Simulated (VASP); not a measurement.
# BaReTe2 (P-6m2) in VASP: relaxation of cell and atoms with PBE

Aim: the relaxation of cell and atoms of BaReTe2 with PBE.

Everything below comes from runs of VASP 6.6.1. Logs are shortened: lines on timing, memory, paths and dates and some standing lists are left out, and cuts for length are marked.

## (1) The cell of the first run

It takes space group P-6m2 (No. 187, hexagonal). Conventional cell: a = 4.079 Å, b = 4.079 Å, c = 8.103 Å, α = 90.00°, β = 90.00°, γ = 120.00°. Within 4.6 Å of Ba (site symmetry -6m2) lie 6 Te at 3.47 Å and 6 Ba at 4.08 Å. Re (site symmetry -6m2) has 6 Te at 2.79 Å within 3.7 Å. Within 3.7 Å of Te (site symmetry 3m) lie 3 Re at 2.79 Å and 1 Te at 3.00 Å and 3 Ba at 3.47 Å.

## (2) Relaxation of cell and atoms, PBE

INCAR

```
PREC     = Accurate       # precision mode
ENCUT    = 600            # plane-wave cutoff, eV
EDIFF    = 1E-6           # SCF threshold, eV
ISMEAR   = 0              # smearing method
SIGMA    = 0.1            # smearing width, eV
LREAL    = False          # projectors in reciprocal space
LASPH    = True           # aspherical terms in the spheres
NELM     = 100            # most SCF steps
ALGO     = Normal         # electronic algorithm
ISIF     = 3              # what is computed and relaxed
LWAVE    = False          # write WAVECAR
LCHARG   = False          # write CHGCAR
GGA      = PE             # functional
IBRION   = 2              # ionic algorithm
NSW      = 100            # ionic steps
EDIFFG   = -0.01          # ionic threshold
```

KPOINTS

```
regular mesh
0
Gamma
  15 15 6
```

POSCAR

```
BaReTe2
1.0
    4.0794572602      0.0000000000      0.0000000000
   -2.0397286301      3.5329136210      0.0000000000
    0.0000000000      0.0000000000      8.1029480760
Ba Re Te
1 1 2
Direct
    0.0000000000      0.0000000000      0.5000000000
    0.3333333333      0.6666666667      0.0000000000
    0.6666666667      0.3333333333      0.1852738768
    0.6666666667      0.3333333333      0.8147261232
```

Potentials or basis: VASP PAW PBE potentials, release 64 (Ba_sv, Re, Te).

Command:

```console
cat potpaw_PBE.64/Ba_sv/POTCAR potpaw_PBE.64/Re/POTCAR potpaw_PBE.64/Te/POTCAR > POTCAR
mpirun -np 1 vasp_std > vasp.out
```

OUTCAR:

```text
PREC = Accurate
   ENCUT = 600
   EDIFF = 1E-6
   ISMEAR = 0
   LREAL = False
   LASPH = True
   NELM = 100
   ISIF = 3
   GGA = PE
   IBRION = 2
   NSW = 100
   EDIFFG = -0.01

 ion  position               nearest neighbor table
   1  0.000  0.000  0.500-   3 3.47   4 3.47   3 3.47   4 3.47   3 3.47   4 3.47
   2  0.333  0.667  0.000-   3 2.79   4 2.79   3 2.79   4 2.79   3 2.79   4 2.79
   3  0.667  0.333  0.185-   2 2.79   2 2.79   2 2.79   4 3.00   1 3.47   1 3.47   1 3.47
   4  0.667  0.333  0.815-   2 2.79   2 2.79   2 2.79   3 3.00   1 3.47   1 3.47   1 3.47

  LATTYP: Found a hexagonal cell.
 ALAT       =     4.0794572602
 C/A-ratio  =     1.9862809092

  Lattice vectors:

 A1 = (   4.0794572602,   0.0000000000,   0.0000000000)
 A2 = (  -2.0397286301,   3.5329136210,   0.0000000000)
 A3 = (   0.0000000000,   0.0000000000,   8.1029480760)

Analysis of symmetry for initial positions (statically):
=====================================================================
 Subroutine PRICEL returns:
 Original cell was already a primitive cell.

 Routine SETGRP: Setting up the symmetry group for a
 hexagonal supercell.

 Subroutine GETGRP returns: Found 12 space group operations
 (whereof 12 operations were pure point group operations)
 out of a pool of 24 trial point group operations.

The static configuration has the point symmetry D_3h.

Analysis of symmetry for dynamics (positions and initial velocities):
=====================================================================
 Subroutine PRICEL returns:
 Original cell was already a primitive cell.

 Routine SETGRP: Setting up the symmetry group for a
 hexagonal supercell.

 Subroutine GETGRP returns: Found 12 space group operations
 (whereof 12 operations were pure point group operations)
 out of a pool of 24 trial point group operations.

The dynamic configuration has the point symmetry D_3h.

 Subroutine INISYM returns: Found 12 space group operations
 (whereof 12 operations are pure point group operations),
 and found     1 'primitive' translations

----------------------------------------------------------------------------------------

                                     Primitive cell

  volume of cell :     116.7827

  direct lattice vectors                    reciprocal lattice vectors
     4.079457260  0.000000000  0.000000000     0.245130648  0.141526245  0.000000000
    -2.039728630  3.532913621  0.000000000     0.000000000  0.283052491  0.000000000
     0.000000000  0.000000000  8.102948076     0.000000000  0.000000000  0.123411873

  length of vectors
     4.079457260  4.079457260  8.102948076     0.283052491  0.283052491  0.123411873

  position of ions in fractional coordinates (direct lattice)
     0.000000000  0.000000000  0.500000000
     0.333333333  0.666666667  0.000000000
     0.666666667  0.333333333  0.185273877
     0.666666667  0.333333333  0.814726123

  ion indices of the primitive-cell ions
   primitive index   ion index
                 1           1
                 2           2
                 3           3
                 4           4

----------------------------------------------------------------------------------------

 KPOINTS: regular mesh

Automatic generation of k-mesh.
 Grid dimensions read from file:
 generate k-points for:   15   15    6

 Generating k-lattice:

  Cartesian coordinates                     Fractional coordinates (reciprocal lattice)
     0.016342043  0.009435083  0.000000000     0.066666667  0.000000000  0.000000000
     0.000000000  0.018870166  0.000000000     0.000000000  0.066666667  0.000000000
     0.000000000  0.000000000  0.020568646     0.000000000  0.000000000  0.166666667

  Length of vectors
     0.018870166  0.018870166  0.020568646

  Shift w.r.t. Gamma in fractional coordinates (k-lattice)
     0.000000000  0.000000000  0.000000000

 Subroutine IBZKPT returns following result:
 ===========================================

 Found    108 irreducible k-points:

 Following reciprocal coordinates:
            Coordinates               Weight
  0.000000  0.000000  0.000000      1.000000
  0.066667  0.000000  0.000000      6.000000
  0.133333  0.000000  0.000000      6.000000
  0.200000  0.000000  0.000000      6.000000
  0.266667  0.000000  0.000000      6.000000
  0.333333  0.000000  0.000000      6.000000
[... 16 lines left out ...]
  0.333333  0.200000  0.000000     12.000000
  0.400000  0.200000  0.000000      6.000000
 [... further k-points ...]
   k-points           NKPTS =    108   k-points in BZ     NKDIM =    108   number of bands    NBANDS=     18
   number of dos      NEDOS =    301   number of ions     NIONS =      4
   total plane-waves  NPLWV =  90720
   dimension x,y,z NGX =    36 NGY =   36 NGZ =   70
   dimension x,y,z NGXF=    72 NGYF=   72 NGZF=  140
   ions per type =               1   1   2
   NGX,Y,Z   is equivalent  to a cutoff of  14.67, 14.67, 14.36 a.u.
   NGXF,Y,Z  is equivalent  to a cutoff of  29.34, 29.34, 28.72 a.u.
 SYSTEM =  unknown system
   PREC   = accura    normal or accurate (medium, high low for compatibility)
   ISTART =      0    job   : 0-new  1-cont  2-samecut
   ICHARG =      2    charge: 1-file 2-atom 10-const
   ISPIN  =      1    spin polarized calculation?
   LNONCOLLINEAR =      F non collinear calculations
   LSORBIT =      F    spin-orbit coupling
   LASPH  =      T    aspherical Exc in radial PAW
   ENCUT  =  600.0 eV  44.10 Ry    6.64 a.u.   8.15  8.15 16.18*2*pi/ulx,y,z
   NELM   =    100;   NELMIN=  2; NELMDL= -5     # of ELM steps
   EDIFF  = 0.1E-05   stopping-criterion for ELM
   LREAL  =      F    real-space projection
   EDIFFG = -.1E-01   stopping-criterion for IOM
   NSW    =    100    number of steps for IOM
   IBRION =      2    ionic relax: 0-MD 1-quasi-New 2-CG
   NFREE  =      1    steps in history (QN), initial steepest desc. (CG)
   ISIF   =      3    stress and relaxation
   ISYM   =      2    0-nonsym 1-usesym 2-fastsym
   POTIM  = 0.5000    time-step for ionic-motion
   TEBEG  =    0.0;   TEEND  =   0.0 temperature during run
   PSTRESS=    0.0 pullay stress
   NELECT =      29.0000    total number of electrons
   NUPDOWN=      -1.0000    fix difference up-down
   EMIN   =  10.00;   EMAX   =-10.00  energy-range for DOS
   EFERMI =   0.00;   METHOD = LEGACY
   ISMEAR =     0;   SIGMA  =   0.10  broadening in eV -4-tet -1-fermi 0-gaus
   EFERMI_NEDOS =   21; number of points for ismear=-14 and -15
   IALGO  =     38    algorithm
   IMIX   =      4    mixing-type and parameters
     AMIX     =   0.40;   BMIX     =  1.00
     AMIX_MAG =   1.60;   BMIX_MAG =  1.00
  volume/ion in A,a.u.               =      29.20       197.02
  Fermi-wavevector in a.u.,A,eV,Ry     =   1.028998  1.944525 14.406360  1.058838
  Thomas-Fermi vector in A             =   2.163023
   LORBIT       =      0    0 simple, 1 ext, 2 COOP (PROOUT), +10 PAW based schemes
   GGA     = PE    functional components
   LHFCALC =     F    Hartree Fock is set to
   AEXX    =    0.0000 exact exchange contribution
   IVDW    =     0    specifies the selected vdW correction
   LEPSILON=     F    determine dielectric tensor
   LRPA    =     F    only Hartree local field effects (RPA)
 conjugate gradient relaxation of ions
 non-spin polarized calculation
 Gauss-broadening in eV      SIGMA  =   0.10
  energy-cutoff  :      600.00
  volume of cell :      116.78
 maximum number of plane-waves:      3954
 NGX is ok and might be reduce to    36
   NGX = 17   NGY = 17   NGZ = 33

--------------------------------------- Ionic step        1  -------------------------------------------

 number of electron      29.0000000 magnetization

 Free energy of the ion-electron system (eV)
  ---------------------------------------------------
  ext. energy  EPLUGINS =         0.00000000
  ---------------------------------------------------
  free energy    TOTEN  =       -20.20919960 eV

  energy without entropy =      -20.19022173  energy(sigma->0) =      -20.19971067

------------------------ aborting loop because EDIFF is reached ----------------------------------------

  FORCE on cell =-STRESS in cart. coord.  units (eV):
  Direction    XX          YY          ZZ          XY          YZ          ZX
  --------------------------------------------------------------------------------------
  -------------------------------------------------------------------------------------
  Total        0.1822376      0.1822376      0.1292266      0.0000000      0.0000000      0.0000000
  in kB        2.5001733      2.5001733      1.7728990      0.0000000      0.0000000      0.0000000
  external PRESSURE =       2.2577485 kB  Pullay stress =       0.0000000 kB
[... 213 lines left out ...]
  energy  without entropy=      -20.1907357062  energy(sigma->0) =      -20.20029826

--------------------------------------- Ionic step        7  -------------------------------------------

 number of electron      29.0000000 magnetization

 Free energy of the ion-electron system (eV)
  ---------------------------------------------------
  ext. energy  EPLUGINS =         0.00000000
  ---------------------------------------------------
  free energy    TOTEN  =       -20.20993880 eV

  energy without entropy =      -20.19051411  energy(sigma->0) =      -20.20022645

 E-fermi :   6.5971     XC(G=0):  -9.8581

 val. band max:        6.5946248613   @ k =   0.1333   0.1333   0.1667
 cond. band min:       6.6053322654   @ k =   0.4000   0.2000   0.0000
 fundamental gap:      0.0107074041
 Fermi energy:         6.5970598124

 k-point     1 :       0.0000    0.0000    0.0000
  band No.  band energies     occupation
      1     -22.4413      2.00000
      2      -8.1316      2.00000
      3      -7.2908      2.00000
      4      -7.2908      2.00000
      5      -7.2441      2.00000
      6      -4.9146      2.00000
[... 10 lines left out ...]
     17       7.0468      0.00000
     18       7.0468      0.00000
[... 466 lines left out ...]
      2      -8.1521      2.00000
      3      -7.7089      2.00000
      4      -7.6762      2.00000
      5      -6.0686      2.00000
      6      -4.9582      2.00000
[... 10 lines left out ...]
     17       7.3968      0.00000
     18       8.0138      0.00000

 [... further k-points ...]
[... 5 lines left out ...]
  --------------------------------------------------------------------------------------
  -------------------------------------------------------------------------------------
  Total        0.0130434      0.0130434      0.0262945      0.0000000     -0.0000000      0.0000000
  in kB        0.1780582      0.1780582      0.3589520      0.0000000     -0.0000000      0.0000000
  external PRESSURE =       0.2383561 kB  Pullay stress =       0.0000000 kB
[... 19 lines left out ...]
  FREE ENERGIE OF THE ION-ELECTRON SYSTEM (eV)
  ---------------------------------------------------
  free  energy   TOTEN  =       -20.2099387970 eV

  energy  without entropy=      -20.1905141084  energy(sigma->0) =      -20.20022645

 reached required accuracy - stopping structural energy minimisation
```

Wall time 24 min (1 thread of AMD EPYC 9R45 (Zen 5), shared host); peak memory 0.55 GiB.

What came out:

| Property | Result |
| --- | --- |
| Free energy | -20.2099 eV |
| Relaxed volume | 29.34 Å³/atom |
| Relaxed cell | a = 4.081 Å, b = 4.081 Å, c = 8.136 Å, α = 90.00°, β = 90.00°, γ = 120.00° |
| Space group after relaxing (to 0.05 Å) | P-6m2 (No. 187) |
| Energy gained by relaxing | 0.2 meV/atom |
| Ionic steps | 7 |
| Pressure after relaxing | 0.0 GPa |

Step by step:
| step | energy change (eV) | largest force (eV/Å) | pressure (GPa) | volume (Å³) |
| --- | --- | --- | --- | --- |
| 1 | 0.0000 | 0.0508 | 0.23 | 116.78 |
| 2 | -0.0004 | 0.0429 | -0.12 | 117.48 |
| 3 | -0.0005 | 0.0445 | -0.05 | 117.32 |
| 4 | -0.0006 | 0.0011 | 0.01 | 117.31 |
| 5 | -0.0006 | 0.0004 | 0.01 | 117.31 |
| 6 | -0.0007 | 0.0003 | 0.01 | 117.32 |
| 7 | -0.0007 | 0.0007 | 0.02 | 117.37 |

Final structure:
```yaml
crystal:
  lattice:
    - [4.08123, 0.00000, 0.00000]
    - [-2.04062, 3.53445, 0.00000]
    - [0.00000, 0.00000, 8.13627]
  atoms:
    - { symbol: Ba, position: [0.00000, 0.00000, 0.50000] }
    - { symbol: Re, position: [0.33333, 0.66667, 0.00000] }
    - { symbol: Te, position: [0.66667, 0.33333, 0.18440] }
    - { symbol: Te, position: [0.66667, 0.33333, 0.81560] }
```

Levels at points of the mesh, in eV from the Fermi level:
| k point | band 10 | band 11 | band 12 | band 13 | band 14 | band 15 | band 16 | band 17 | band 18 |
| --- | --- | --- | --- | --- | --- | --- | --- | --- | --- |
| (0.00, 0.00, 0.00) | -2.90 | -2.90 | -1.60 | -1.17 | -0.25 | 0.28 | 0.28 | 0.45 | 0.45 |
| (0.00, 0.00, 0.50) | -3.11 | -2.93 | -2.93 | -0.97 | 0.27 | 0.27 | 0.59 | 0.98 | 0.98 |

Caveat: spin-orbit coupling is left out, which moves the levels of the heavy elements.
